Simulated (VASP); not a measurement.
# Re (Fm-3m) in VASP: further runs

Runs on Re. Level: PBEsol. Tasks: electric field gradients.

All numbers are computed with VASP 6.6.1; they aren't measurements. Logs are shortened: lines on timing, memory, paths and dates and some standing lists are left out, and cuts for length are marked.

### Step 1. The cell of the first run

It takes space group Fm-3m (No. 225, cubic). Conventional cell: a = 3.869 Å, b = 3.869 Å, c = 3.869 Å, α = 90.00°, β = 90.00°, γ = 90.00°. Within 3.6 Å of Re (site symmetry m-3m) lie 12 Re at 2.74 Å.

### Step 2. Electric field gradients, PBEsol (volume scaled by 0.94)

INCAR

```
PREC = Accurate
ENCUT = 520
EDIFF = 1E-8
ISMEAR = -1
SIGMA = 0.05
LREAL = False
LASPH = True
NELM = 60
ALGO = Normal
ISIF = 2
LWAVE = False
LCHARG = False
GGA = PS
LEFG = True
NBANDS = 10
```

KPOINTS

```
Automatic mesh
0
Gamma
  14 14 14
```

POSCAR

```
Re
1.0
    0.0000000000      1.9346825647      1.9346825647
    1.9346825647      0.0000000000      1.9346825647
    1.9346825647      1.9346825647      0.0000000000
Re
1
Direct
    0.0000000000      0.0000000000      0.0000000000
```

Potentials or basis: VASP PAW PBE potentials, release 64 (Re).

Command:

```sh
$ cat potpaw_PBE.64/Re/POTCAR > POTCAR
$ mpirun -np 1 vasp_std > vasp.out
```

OUTCAR:

```text
PREC = Accurate
   ENCUT = 520
   EDIFF = 1E-8
   ISMEAR = -1
   LREAL = False
   LASPH = True
   NELM = 60
   ISIF = 2
   GGA = PS

 ion  position               nearest neighbor table
   1  0.000  0.000  0.000-

  LATTYP: Found a face centered cubic cell.
 ALAT       =     3.8693651294

  Lattice vectors:

 A1 = (   0.0000000000,   1.9346825647,   1.9346825647)
 A2 = (   1.9346825647,   0.0000000000,   1.9346825647)
 A3 = (   1.9346825647,   1.9346825647,   0.0000000000)

Analysis of symmetry for initial positions (statically):
=====================================================================
 Subroutine PRICEL returns:
 Original cell was already a primitive cell.

 Routine SETGRP: Setting up the symmetry group for a
 face centered cubic supercell.

 Subroutine GETGRP returns: Found 48 space group operations
 (whereof 48 operations were pure point group operations)
 out of a pool of 48 trial point group operations.

The static configuration has the point symmetry O_h .

Analysis of symmetry for dynamics (positions and initial velocities):
=====================================================================
 Subroutine PRICEL returns:
 Original cell was already a primitive cell.

 Routine SETGRP: Setting up the symmetry group for a
 face centered cubic supercell.

 Subroutine GETGRP returns: Found 48 space group operations
 (whereof 48 operations were pure point group operations)
 out of a pool of 48 trial point group operations.

The dynamic configuration has the point symmetry O_h .

 Subroutine INISYM returns: Found 48 space group operations
 (whereof 48 operations are pure point group operations),
 and found     1 'primitive' translations

----------------------------------------------------------------------------------------

                                     Primitive cell

  volume of cell :      14.4830

  direct lattice vectors                    reciprocal lattice vectors
     0.000000000  1.934682565  1.934682565    -0.258440330  0.258440330  0.258440330
     1.934682565  0.000000000  1.934682565     0.258440330 -0.258440330  0.258440330
     1.934682565  1.934682565  0.000000000     0.258440330  0.258440330 -0.258440330

  length of vectors
     2.736054322  2.736054322  2.736054322     0.447631782  0.447631782  0.447631782

  position of ions in fractional coordinates (direct lattice)
     0.000000000  0.000000000  0.000000000

  ion indices of the primitive-cell ions
   primitive index   ion index
                 1           1

----------------------------------------------------------------------------------------

 KPOINTS: Automatic mesh

Automatic generation of k-mesh.
 Grid dimensions read from file:
 generate k-points for:   14   14   14

 Generating k-lattice:

  Cartesian coordinates                     Fractional coordinates (reciprocal lattice)
    -0.018460024  0.018460024  0.018460024     0.071428571  0.000000000  0.000000000
     0.018460024 -0.018460024  0.018460024     0.000000000  0.071428571  0.000000000
     0.018460024  0.018460024 -0.018460024     0.000000000  0.000000000  0.071428571

  Length of vectors
     0.031973699  0.031973699  0.031973699

  Shift w.r.t. Gamma in fractional coordinates (k-lattice)
     0.000000000  0.000000000  0.000000000

 Subroutine IBZKPT returns following result:
 ===========================================

 Found    104 irreducible k-points:

 Following reciprocal coordinates:
            Coordinates               Weight
  0.000000  0.000000  0.000000      1.000000
  0.071429  0.000000  0.000000      8.000000
  0.142857  0.000000  0.000000      8.000000
  0.214286  0.000000  0.000000      8.000000
  0.285714  0.000000  0.000000      8.000000
  0.357143  0.000000  0.000000      8.000000
[... 16 lines left out ...]
  0.214286  0.142857  0.000000     24.000000
  0.285714  0.142857  0.000000     24.000000
 [... further k-points ...]
   k-points           NKPTS =    104   k-points in BZ     NKDIM =    104   number of bands    NBANDS=     10
   number of dos      NEDOS =    301   number of ions     NIONS =      1
   total plane-waves  NPLWV =   8000
   dimension x,y,z NGX =    20 NGY =   20 NGZ =   20
   dimension x,y,z NGXF=    40 NGYF=   40 NGZF=   40
   ions per type =               1
   NGX,Y,Z   is equivalent  to a cutoff of  12.15, 12.15, 12.15 a.u.
   NGXF,Y,Z  is equivalent  to a cutoff of  24.30, 24.30, 24.30 a.u.
 SYSTEM =  unknown system
   PREC   = accura    normal or accurate (medium, high low for compatibility)
   ISTART =      0    job   : 0-new  1-cont  2-samecut
   ICHARG =      2    charge: 1-file 2-atom 10-const
   ISPIN  =      1    spin polarized calculation?
   LNONCOLLINEAR =      F non collinear calculations
   LSORBIT =      F    spin-orbit coupling
   LASPH  =      T    aspherical Exc in radial PAW
   ENCUT  =  520.0 eV  38.22 Ry    6.18 a.u.   5.09  5.09  5.09*2*pi/ulx,y,z
   NELM   =     60;   NELMIN=  2; NELMDL= -5     # of ELM steps
   EDIFF  = 0.1E-07   stopping-criterion for ELM
   LREAL  =      F    real-space projection
   EDIFFG = 0.1E-06   stopping-criterion for IOM
   NSW    =      0    number of steps for IOM
   IBRION =     -1    ionic relax: 0-MD 1-quasi-New 2-CG
   NFREE  =      0    steps in history (QN), initial steepest desc. (CG)
   ISIF   =      2    stress and relaxation
   ISYM   =      2    0-nonsym 1-usesym 2-fastsym
   POTIM  = 0.5000    time-step for ionic-motion
   TEBEG  =    0.0;   TEEND  =   0.0 temperature during run
   PSTRESS=    0.0 pullay stress
   NELECT =       7.0000    total number of electrons
   NUPDOWN=      -1.0000    fix difference up-down
   EMIN   =  10.00;   EMAX   =-10.00  energy-range for DOS
   EFERMI =   0.00;   METHOD = LEGACY
   ISMEAR =    -1;   SIGMA  =   0.05  broadening in eV -4-tet -1-fermi 0-gaus
   EFERMI_NEDOS =   21; number of points for ismear=-14 and -15
   IALGO  =     38    algorithm
   IMIX   =      4    mixing-type and parameters
     AMIX     =   0.40;   BMIX     =  1.00
     AMIX_MAG =   1.60;   BMIX_MAG =  1.00
  volume/ion in A,a.u.               =      14.48        97.74
  Fermi-wavevector in a.u.,A,eV,Ry     =   1.284757  2.427839 22.457798  1.650602
  Thomas-Fermi vector in A             =   2.416932
   LORBIT       =      0    0 simple, 1 ext, 2 COOP (PROOUT), +10 PAW based schemes
   GGA     = PS    functional components
   LHFCALC =     F    Hartree Fock is set to
   AEXX    =    0.0000 exact exchange contribution
   IVDW    =     0    specifies the selected vdW correction
   LEPSILON=     F    determine dielectric tensor
   LRPA    =     F    only Hartree local field effects (RPA)
 non-spin polarized calculation
  energy-cutoff  :      520.00
  volume of cell :       14.48
 maximum number of plane-waves:       399
   NGX = 11   NGY = 11   NGZ = 11

 number of electron       7.0000001 magnetization

 Free energy of the ion-electron system (eV)
  ---------------------------------------------------
  ext. energy  EPLUGINS =         0.00000000
  ---------------------------------------------------
  free energy    TOTEN  =       -13.29906447 eV

  energy without entropy =      -13.29010194  energy(sigma->0) =      -13.29458321

 E-fermi :   8.1800     XC(G=0): -13.9059

 val. band max:        8.1408441512   @ k =   0.5000   0.3571   0.0000
 cond. band min:       8.1898020632   @ k =  -0.1429   0.1429   0.0000
 fundamental gap:      0.0489579120
 Fermi energy:         8.1799797925

 k-point     1 :       0.0000    0.0000    0.0000
  band No.  band energies     occupation
      1      -2.0921      2.00000
      2       6.2244      2.00000
      3       6.2244      2.00000
      4       6.2244      2.00000
      5       9.4932      0.00000
      6       9.4932      0.00000
      7      22.1488      0.00000
      8      27.8747      0.00000
      9      27.8747      0.00000
     10      27.8747      0.00000

 k-point     2 :       0.0714    0.0000    0.0000
  band No.  band energies     occupation
      1      -1.8506      2.00000
      2       6.0598      2.00000
      3       6.3374      2.00000
      4       6.3374      2.00000
      5       9.4013      0.00000
      6       9.4013      0.00000
      7      22.6193      0.00000
      8      26.7296      0.00000
      9      28.3188      0.00000
     10      28.3188      0.00000
[... 274 lines left out ...]
 k-point    24 :       0.2857    0.1429    0.0000
  band No.  band energies     occupation
      1       0.8106      2.00000
      2       4.4987      2.00000
      3       6.5027      2.00000
      4       7.5007      2.00000
      5       9.0214      0.00000
      6      10.6377      0.00000
      7      23.7477      0.00000
      8      27.0266      0.00000
      9      29.3602      0.00000
     10      29.8341      0.00000

 [... further k-points ...]
[... 5 lines left out ...]
  --------------------------------------------------------------------------------------
  -------------------------------------------------------------------------------------
  Total        0.2906211      0.2906211      0.2906211     -0.0000000     -0.0000000     -0.0000000
  in kB       32.1498184     32.1498184     32.1498184     -0.0000000     -0.0000000     -0.0000000
  external PRESSURE =      32.1498184 kB  Pullay stress =       0.0000000 kB

 VOLUME and BASIS-vectors are now :
 -----------------------------------------------------------------------------
  energy-cutoff  :      520.00
  volume of cell :       14.48
      direct lattice vectors                 reciprocal lattice vectors
     0.000000000  1.934682565  1.934682565    -0.258440330  0.258440330  0.258440330
     1.934682565  0.000000000  1.934682565     0.258440330 -0.258440330  0.258440330
     1.934682565  1.934682565  0.000000000     0.258440330  0.258440330 -0.258440330

 POSITION                                       TOTAL-FORCE (eV/Angst)
 -----------------------------------------------------------------------------------
      0.00000      0.00000      0.00000         0.000000      0.000000      0.000000
 -----------------------------------------------------------------------------------
    total drift:                                0.000000      0.000000     -0.000000

  FREE ENERGIE OF THE ION-ELECTRON SYSTEM (eV)
  ---------------------------------------------------
  free  energy   TOTEN  =       -13.2990644730 eV

  energy  without entropy=      -13.2901019413  energy(sigma->0) =      -13.29458321

 Electric field gradients (V/A^2)
---------------------------------------------------------------------
 ion       V_xx      V_yy      V_zz      V_xy      V_xz      V_yz
---------------------------------------------------------------------
   1       0.000     0.000     0.000    -0.000    -0.000    -0.000
---------------------------------------------------------------------

 Electric field gradients after diagonalization (V/A^2)
 (convention: |V_zz| > |V_xx| > |V_yy|)
----------------------------------------------------------------------
 ion       V_xx      V_yy      V_zz     asymmetry (V_yy - V_xx)/ V_zz
----------------------------------------------------------------------
   1       0.000     0.000    -0.000       0.000
----------------------------------------------------------------------

           NMR quadrupolar parameters

 Cq : quadrupolar parameter    Cq=e*Q*V_zz/h
 eta: asymmetry parameters     (V_yy - V_xx)/ V_zz
 Q  : nuclear electric quadrupole moment in mb (millibarn)
----------------------------------------------------------------------
 ion       Cq(MHz)       eta       Q (mb)
----------------------------------------------------------------------
   1      -0.000       0.000       1.000
----------------------------------------------------------------------
```

Run time: 9.3 s. Hardware: 1 thread of Intel Xeon 6975P-C, shared host; peak memory 0.14 GiB.

Results:

```
Free energy : -13.2991 eV
Pressure    : 3.2 GPa
```

Caveat: without QUAD_EFG the Cq values of the log hold for a quadrupole moment of 1 mb, not for the nuclei; the PAW data sets were made with another functional, which shifts forces and pressure a little; spin-orbit coupling is left out, which moves the levels of the heavy elements.

### Step 3. Electric field gradients, PBEsol (volume scaled by 0.94)

INCAR

```
SYSTEM = Re
  PREC = Accurate
  ENCUT = 520
  EDIFF = 1E-8
  ISMEAR = -1
  SIGMA = 0.05
  LREAL = .FALSE.
  LASPH = .TRUE.
  NELM = 80
  ALGO = Normal
  ISIF = 2
  LWAVE = .FALSE.
  LCHARG = .FALSE.
  GGA = PS
  LEFG = .TRUE.
  NBANDS = 10
```

KPOINTS

```
regular mesh
0
G
  14 14 14
  0 0 0
```

POSCAR is that of step 2.

Potentials or basis: VASP PAW PBE potentials, release 64 (Re).

Command:

```sh
$ cat potpaw_PBE.64/Re/POTCAR > POTCAR
$ mpirun -np 1 vasp_std > vasp.out
```

OUTCAR:

```text
SYSTEM = Re
   PREC = Accurate
   ENCUT = 520
   EDIFF = 1E-8
   ISMEAR = -1
   LREAL = .FALSE.
   LASPH = .TRUE.
   NELM = 80
   ISIF = 2
   GGA = PS

 ion  position               nearest neighbor table
   1  0.000  0.000  0.000-

  LATTYP: Found a face centered cubic cell.
 ALAT       =     3.8693651294

  Lattice vectors:

 A1 = (   0.0000000000,   1.9346825647,   1.9346825647)
 A2 = (   1.9346825647,   0.0000000000,   1.9346825647)
 A3 = (   1.9346825647,   1.9346825647,   0.0000000000)

Analysis of symmetry for initial positions (statically):
=====================================================================
 Subroutine PRICEL returns:
 Original cell was already a primitive cell.

 Routine SETGRP: Setting up the symmetry group for a
 face centered cubic supercell.

[... 492 lines left out ...]
  external PRESSURE =      32.1498184 kB  Pullay stress =       0.0000000 kB

 VOLUME and BASIS-vectors are now :
 -----------------------------------------------------------------------------
  energy-cutoff  :      520.00
  volume of cell :       14.48
      direct lattice vectors                 reciprocal lattice vectors
     0.000000000  1.934682565  1.934682565    -0.258440330  0.258440330  0.258440330
     1.934682565  0.000000000  1.934682565     0.258440330 -0.258440330  0.258440330
     1.934682565  1.934682565  0.000000000     0.258440330  0.258440330 -0.258440330

 POSITION                                       TOTAL-FORCE (eV/Angst)
 -----------------------------------------------------------------------------------
      0.00000      0.00000      0.00000         0.000000      0.000000      0.000000
 -----------------------------------------------------------------------------------
    total drift:                                0.000000      0.000000     -0.000000

  FREE ENERGIE OF THE ION-ELECTRON SYSTEM (eV)
  ---------------------------------------------------
  free  energy   TOTEN  =       -13.2990644730 eV

  energy  without entropy=      -13.2901019413  energy(sigma->0) =      -13.29458321

 Electric field gradients (V/A^2)
---------------------------------------------------------------------
 ion       V_xx      V_yy      V_zz      V_xy      V_xz      V_yz
---------------------------------------------------------------------
   1       0.000     0.000     0.000    -0.000    -0.000    -0.000
---------------------------------------------------------------------

 Electric field gradients after diagonalization (V/A^2)
 (convention: |V_zz| > |V_xx| > |V_yy|)
----------------------------------------------------------------------
 ion       V_xx      V_yy      V_zz     asymmetry (V_yy - V_xx)/ V_zz
----------------------------------------------------------------------
   1       0.000     0.000    -0.000       0.000
----------------------------------------------------------------------

           NMR quadrupolar parameters

 Cq : quadrupolar parameter    Cq=e*Q*V_zz/h
 eta: asymmetry parameters     (V_yy - V_xx)/ V_zz
 Q  : nuclear electric quadrupole moment in mb (millibarn)
----------------------------------------------------------------------
 ion       Cq(MHz)       eta       Q (mb)
----------------------------------------------------------------------
   1      -0.000       0.000       1.000
----------------------------------------------------------------------
```

stdout:

```text
POSCAR found type information on POSCAR Re
 POSCAR found :  1 types and       1 ions
 scaLAPACK will be used
 -----------------------------------------------------------------------------
|                                                                             |
|                                                                             |
|     You enforced a specific xc type in the INCAR file but a different       |
|     I HOPE YOU KNOW WHAT YOU ARE DOING!                                     |
|                                                                             |
 -----------------------------------------------------------------------------

 LDA part: xc-table for (Slater+PW92), standard interpolation
 POSCAR, INCAR and KPOINTS ok, starting setup
 FFT: planning ... GRIDC
 FFT: planning ... GRID_SOFT
 FFT: planning ... GRID
 WAVECAR not read
 entering main loop
ion   1
```

Wall time 11 s (1 thread of Intel Xeon 6975P-C, shared host); peak memory 0.13 GiB.

What came out:

```yaml
Free_energy: -13.2991 eV
Pressure: 3.2 GPa
```

Caveat: without QUAD_EFG the Cq values of the log hold for a quadrupole moment of 1 mb, not for the nuclei; the PAW data sets were made with another functional, which shifts forces and pressure a little; spin-orbit coupling is left out, which moves the levels of the heavy elements.

(Continued in part 2 of 2.)
